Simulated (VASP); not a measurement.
# AlN (Fm-3m) in VASP: single point with r2SCAN

Aim: the single point of AlN with r2SCAN.

The COD entry that gives the cell may itself be a prediction, so a difference from it is no test against experiment.

Everything below comes from runs of VASP 6.6.1. Logs are shortened: lines on timing, memory, paths and dates and some standing lists are left out, and cuts for length are marked.

## Step 1: The cell of the first run

The structure is cubic, space group Fm-3m (No. 225). The conventional cell has a = 3.938 Å, b = 3.938 Å, c = 3.938 Å, α = 90.00°, β = 90.00°, γ = 90.00°. Within 2.6 Å of Al (site symmetry m-3m) lie 6 N at 1.97 Å. Within 2.6 Å of N (site symmetry m-3m) lie 6 Al at 1.97 Å.

## Step 2: Single point, r2SCAN

Contents of POSCAR:

```
AlN
1.0
    0.0000000000      1.9690000000      1.9690000000
    1.9690000000      0.0000000000      1.9690000000
    1.9690000000      1.9690000000      0.0000000000
Al N
1 1
Direct
    0.0000000000      0.0000000000      0.0000000000
    0.5000000000      0.5000000000      0.5000000000
```

Contents of INCAR.step1:

```
ALGO = Normal ; EDIFF = 1E-5
ENCUT = 660 ; GGA = PE
GGA_COMPAT = F ; ISMEAR = 0
LASPH = T ; LCHARG = F
LREAL = F ; LWAVE = T
NBANDS = 11 ; NELM = 120
PREC = Accurate ; SIGMA = 0.01
```

Contents of INCAR.step2:

```
ALGO = Normal ; EDIFF = 1E-6
ENCUT = 660 ; GGA_COMPAT = F
ISIF = 2 ; ISMEAR = 0
ISTART = 1 ; LASPH = T
LCHARG = F ; LMIXTAU = T
LREAL = F ; LWAVE = F
METAGGA = R2SCAN ; NBANDS = 11
NELM = 120 ; PREC = Accurate
SIGMA = 0.01
```

Contents of KPOINTS:

```
k-points
0
Gamma
  8 8 8
```

Potentials or basis: VASP PAW PBE potentials, release 64 (Al, N).

The run is started by

```bash
cat potpaw_PBE.64/Al/POTCAR potpaw_PBE.64/N/POTCAR > POTCAR
cp INCAR.step1 INCAR
mpirun -np 1 vasp_std > vasp.out
cp INCAR.step2 INCAR
mpirun -np 1 vasp_std > vasp.out
```

OUTCAR:

```text
EDIFF = 1E-6
   ENCUT = 660
   ISIF = 2
   ISMEAR = 0
   ISTART = 1
   LASPH = T
   LREAL = F
   METAGGA = R2SCAN
   NELM = 120
   PREC = Accurate

 ion  position               nearest neighbor table
   1  0.000  0.000  0.000-   2 1.97   2 1.97   2 1.97   2 1.97   2 1.97   2 1.97
   2  0.500  0.500  0.500-   1 1.97   1 1.97   1 1.97   1 1.97   1 1.97   1 1.97

  LATTYP: Found a face centered cubic cell.
 ALAT       =     3.9380000000

  Lattice vectors:

 A1 = (   0.0000000000,   1.9690000000,   1.9690000000)
 A2 = (   1.9690000000,   0.0000000000,   1.9690000000)
 A3 = (   1.9690000000,   1.9690000000,   0.0000000000)

Analysis of symmetry for initial positions (statically):
=====================================================================
 Subroutine PRICEL returns:
 Original cell was already a primitive cell.

 Routine SETGRP: Setting up the symmetry group for a
 face centered cubic supercell.

 Subroutine GETGRP returns: Found 48 space group operations
 (whereof 48 operations were pure point group operations)
 out of a pool of 48 trial point group operations.

The static configuration has the point symmetry O_h .

Analysis of symmetry for dynamics (positions and initial velocities):
=====================================================================
 Subroutine PRICEL returns:
 Original cell was already a primitive cell.

 Routine SETGRP: Setting up the symmetry group for a
 face centered cubic supercell.

 Subroutine GETGRP returns: Found 48 space group operations
 (whereof 48 operations were pure point group operations)
 out of a pool of 48 trial point group operations.

The dynamic configuration has the point symmetry O_h .

 Subroutine INISYM returns: Found 48 space group operations
 (whereof 48 operations are pure point group operations),
 and found     1 'primitive' translations

----------------------------------------------------------------------------------------

                                     Primitive cell

  volume of cell :      15.2675

  direct lattice vectors                    reciprocal lattice vectors
     0.000000000  1.969000000  1.969000000    -0.253936008  0.253936008  0.253936008
     1.969000000  0.000000000  1.969000000     0.253936008 -0.253936008  0.253936008
     1.969000000  1.969000000  0.000000000     0.253936008  0.253936008 -0.253936008

  length of vectors
     2.784586504  2.784586504  2.784586504     0.439830068  0.439830068  0.439830068

  position of ions in fractional coordinates (direct lattice)
     0.000000000  0.000000000  0.000000000
     0.500000000  0.500000000  0.500000000

  ion indices of the primitive-cell ions
   primitive index   ion index
                 1           1
                 2           2

----------------------------------------------------------------------------------------

 KPOINTS: k-points

Automatic generation of k-mesh.
 Grid dimensions read from file:
 generate k-points for:    8    8    8

 Generating k-lattice:

  Cartesian coordinates                     Fractional coordinates (reciprocal lattice)
    -0.031742001  0.031742001  0.031742001     0.125000000  0.000000000  0.000000000
     0.031742001 -0.031742001  0.031742001     0.000000000  0.125000000  0.000000000
     0.031742001  0.031742001 -0.031742001     0.000000000  0.000000000  0.125000000

  Length of vectors
     0.054978758  0.054978758  0.054978758

  Shift w.r.t. Gamma in fractional coordinates (k-lattice)
     0.000000000  0.000000000  0.000000000

 Subroutine IBZKPT returns following result:
 ===========================================

 Found     29 irreducible k-points:

 Following reciprocal coordinates:
            Coordinates               Weight
  0.000000  0.000000  0.000000      1.000000
  0.125000  0.000000  0.000000      8.000000
  0.250000  0.000000  0.000000      8.000000
  0.375000  0.000000  0.000000      8.000000
  0.500000  0.000000  0.000000      4.000000
  0.125000  0.125000  0.000000      6.000000
[... 16 lines left out ...]
  0.500000  0.250000  0.125000     48.000000
 -0.375000  0.250000  0.125000     24.000000
 [... further k-points ...]
   k-points           NKPTS =     29   k-points in BZ     NKDIM =     29   number of bands    NBANDS=     11
   number of dos      NEDOS =    301   number of ions     NIONS =      2
   total plane-waves  NPLWV =  13824
   dimension x,y,z NGX =    24 NGY =   24 NGZ =   24
   dimension x,y,z NGXF=    48 NGYF=   48 NGZF=   48
   ions per type =               1   1
   NGX,Y,Z   is equivalent  to a cutoff of  14.33, 14.33, 14.33 a.u.
   NGXF,Y,Z  is equivalent  to a cutoff of  28.66, 28.66, 28.66 a.u.
 SYSTEM =  unknown system
   PREC   = accura    normal or accurate (medium, high low for compatibility)
   ISTART =      1    job   : 0-new  1-cont  2-samecut
   ICHARG =      0    charge: 1-file 2-atom 10-const
   ISPIN  =      1    spin polarized calculation?
   LNONCOLLINEAR =      F non collinear calculations
   LSORBIT =      F    spin-orbit coupling
   LASPH  =      T    aspherical Exc in radial PAW
   ENCUT  =  660.0 eV  48.51 Ry    6.96 a.u.   5.83  5.83  5.83*2*pi/ulx,y,z
   NELM   =    120;   NELMIN=  2; NELMDL=  0     # of ELM steps
   EDIFF  = 0.1E-05   stopping-criterion for ELM
   LREAL  =      F    real-space projection
   EDIFFG = 0.1E-04   stopping-criterion for IOM
   NSW    =      0    number of steps for IOM
   IBRION =     -1    ionic relax: 0-MD 1-quasi-New 2-CG
   NFREE  =      0    steps in history (QN), initial steepest desc. (CG)
   ISIF   =      2    stress and relaxation
   ISYM   =      2    0-nonsym 1-usesym 2-fastsym
   POTIM  = 0.5000    time-step for ionic-motion
   TEBEG  =    0.0;   TEEND  =   0.0 temperature during run
   PSTRESS=    0.0 pullay stress
   NELECT =       8.0000    total number of electrons
   NUPDOWN=      -1.0000    fix difference up-down
   EMIN   =  10.00;   EMAX   =-10.00  energy-range for DOS
   EFERMI =   0.00;   METHOD = LEGACY
   ISMEAR =     0;   SIGMA  =   0.01  broadening in eV -4-tet -1-fermi 0-gaus
   EFERMI_NEDOS =   21; number of points for ismear=-14 and -15
   IALGO  =     38    algorithm
   IMIX   =      4    mixing-type and parameters
     AMIX     =   0.40;   BMIX     =  1.00
     AMIX_MAG =   1.60;   BMIX_MAG =  1.00
  volume/ion in A,a.u.               =       7.63        51.51
  Fermi-wavevector in a.u.,A,eV,Ry     =   1.319823  2.494104 23.700443  1.741933
  Thomas-Fermi vector in A             =   2.449694
   LORBIT       =      0    0 simple, 1 ext, 2 COOP (PROOUT), +10 PAW based schemes
   METAGGA = R2SCAN    functional components
   LHFCALC =     F    Hartree Fock is set to
   AEXX    =    0.0000 exact exchange contribution
   IVDW    =     0    specifies the selected vdW correction
   LEPSILON=     F    determine dielectric tensor
   LRPA    =     F    only Hartree local field effects (RPA)
 non-spin polarized calculation
 Gauss-broadening in eV      SIGMA  =   0.01
  energy-cutoff  :      660.00
  volume of cell :       15.27
 maximum number of plane-waves:       609
   NGX = 11   NGY = 11   NGZ = 11

 number of electron       8.0000000 magnetization

 Free energy of the ion-electron system (eV)
  ---------------------------------------------------
  ext. energy  EPLUGINS =         0.00000000
  ---------------------------------------------------
  free energy    TOTEN  =       -18.81690600 eV

  energy without entropy =      -18.81690600  energy(sigma->0) =      -18.81690600

 E-fermi :  10.9586     XC(G=0): -13.2772

 val. band max:       10.8261995259   @ k =   0.0000   0.0000   0.0000
 cond. band min:      16.6660068502   @ k =   0.5000   0.5000   0.0000
 fundamental gap:      5.8398073243
 Fermi energy:        10.9586197450

 k-point     1 :       0.0000    0.0000    0.0000
  band No.  band energies     occupation
      1      -8.3276      2.00000
      2      10.8262      2.00000
      3      10.8262      2.00000
      4      10.8262      2.00000
      5      18.5815      0.00000
      6      24.0049      0.00000
      7      24.0049      0.00000
      8      24.0049      0.00000
      9      30.0184      0.00000
     10      30.0261      0.00000
     11      30.0261      0.00000

 k-point     2 :       0.1250    0.0000    0.0000
  band No.  band energies     occupation
      1      -7.9773      2.00000
      2       9.2728      2.00000
      3      10.5989      2.00000
      4      10.5989      2.00000
      5      19.3585      0.00000
      6      22.9876      0.00000
      7      24.5322      0.00000
      8      24.5322      0.00000
      9      28.5084      0.00000
     10      28.5084      0.00000
     11      31.6931      0.00000

 k-point     3 :       0.2500    0.0000    0.0000
  band No.  band energies     occupation
      1      -6.9813      2.00000
      2       6.1926      2.00000
      3      10.1068      2.00000
      4      10.1068      2.00000
      5      19.2493      0.00000
      6      23.7692      0.00000
      7      24.6234      0.00000
      8      24.6234      0.00000
      9      28.7322      0.00000
     10      28.7322      0.00000
     11      30.7213      0.00000

 k-point     4 :       0.3750    0.0000    0.0000
  band No.  band energies     occupation
      1      -5.5962      2.00000
      2       3.2448      2.00000
      3       9.6754      2.00000
      4       9.6754      2.00000
      5      18.5289      0.00000
      6      23.7761      0.00000
      7      23.7761      0.00000
      8      25.7688      0.00000
      9      29.6769      0.00000
     10      31.5899      0.00000
     11      31.5899      0.00000

 k-point     5 :       0.5000    0.0000    0.0000
  band No.  band energies     occupation
      1      -4.7571      2.00000
      2       1.8463      2.00000
      3       9.5105      2.00000
      4       9.5105      2.00000
      5      18.2650      0.00000
      6      23.4156      0.00000
      7      23.4156      0.00000
      8      26.7008      0.00000
      9      29.3007      0.00000
     10      33.8024      0.00000
     11      33.8024      0.00000
[... 211 lines left out ...]
 k-point    21 :       0.5000    0.5000    0.0000
  band No.  band energies     occupation
      1      -3.6782      2.00000
      2       2.7216      2.00000
      3       7.7160      2.00000
      4       7.7160      2.00000
      5      16.6660      0.00000
      6      17.1402      0.00000
      7      27.2421      0.00000
      8      30.8795      0.00000
      9      30.8795      0.00000
     10      35.9218      0.00000
     11      39.9630      0.00000

 k-point    22 :       0.3750    0.2500    0.1250
  band No.  band energies     occupation
      1      -6.1613      2.00000
      2       5.7723      2.00000
      3       7.9840      2.00000
      4       9.4533      2.00000
      5      20.6190      0.00000
      6      21.4708      0.00000
      7      22.8336      0.00000
      8      26.7380      0.00000
      9      27.7239      0.00000
     10      32.4683      0.00000
     11      35.2126      0.00000

 k-point    23 :       0.5000    0.2500    0.1250
  band No.  band energies     occupation
      1      -4.9203      2.00000
      2       3.8524      2.00000
      3       6.9738      2.00000
      4       8.8661      2.00000
      5      20.5970      0.00000
      6      21.6498      0.00000
      7      23.3855      0.00000
      8      26.1206      0.00000
      9      29.8884      0.00000
     10      33.3409      0.00000
     11      35.4284      0.00000

 k-point    24 :      -0.3750    0.2500    0.1250
  band No.  band energies     occupation
      1      -4.2106      2.00000
      2       2.7858      2.00000
      3       6.7264      2.00000
      4       8.5817      2.00000
      5      20.6782      0.00000
      6      21.0414      0.00000
      7      25.1288      0.00000
      8      25.5354      0.00000
      9      31.0737      0.00000
     10      32.4536      0.00000
     11      35.8060      0.00000

 [... further k-points ...]
[... 5 lines left out ...]
  --------------------------------------------------------------------------------------
  -------------------------------------------------------------------------------------
  Total        2.2172078      2.2172078      2.2172078      0.0000000      0.0000000      0.0000000
  in kB      232.6750621    232.6750621    232.6750621      0.0000000      0.0000000      0.0000000
  external PRESSURE =     232.6750621 kB  Pullay stress =       0.0000000 kB

 VOLUME and BASIS-vectors are now :
 -----------------------------------------------------------------------------
  energy-cutoff  :      660.00
  volume of cell :       15.27
      direct lattice vectors                 reciprocal lattice vectors
     0.000000000  1.969000000  1.969000000    -0.253936008  0.253936008  0.253936008
     1.969000000  0.000000000  1.969000000     0.253936008 -0.253936008  0.253936008
     1.969000000  1.969000000  0.000000000     0.253936008  0.253936008 -0.253936008

 POSITION                                       TOTAL-FORCE (eV/Angst)
 -----------------------------------------------------------------------------------
      0.00000      0.00000      0.00000         0.000000     -0.000000      0.000000
      1.96900      1.96900      1.96900        -0.000000      0.000000     -0.000000
 -----------------------------------------------------------------------------------
    total drift:                               -0.000000     -0.000000      0.000000

  FREE ENERGIE OF THE ION-ELECTRON SYSTEM (eV)
  ---------------------------------------------------
  free  energy   TOTEN  =       -18.8169059986 eV

  energy  without entropy=      -18.8169059986  energy(sigma->0) =      -18.81690600
```

Run time: 38 s. Hardware: 1 thread of Intel Xeon 8259CL, shared host; peak memory 0.14 GiB.

Results:

* Free energy: -18.8169 eV
* Pressure: 23.3 GPa
* Band gap on the k mesh: 5.84 eV, indirect (least direct gap 7.76 eV)

Levels at points of the mesh, in eV from the valence-band top:
| k point | band 2 | band 3 | band 4 | band 5 | band 6 | band 7 |
| --- | --- | --- | --- | --- | --- | --- |
| (0.00, 0.00, 0.00) | 0.00 | 0.00 | 0.00 | 7.76 | 13.18 | 13.18 |
| (0.50, 0.00, 0.00) | -8.98 | -1.32 | -1.32 | 7.44 | 12.59 | 12.59 |
| (0.50, 0.50, 0.00) | -8.10 | -3.11 | -3.11 | 5.84 | 6.31 | 16.42 |

Caveat: the PAW data sets were made with another functional, which shifts forces and pressure a little.
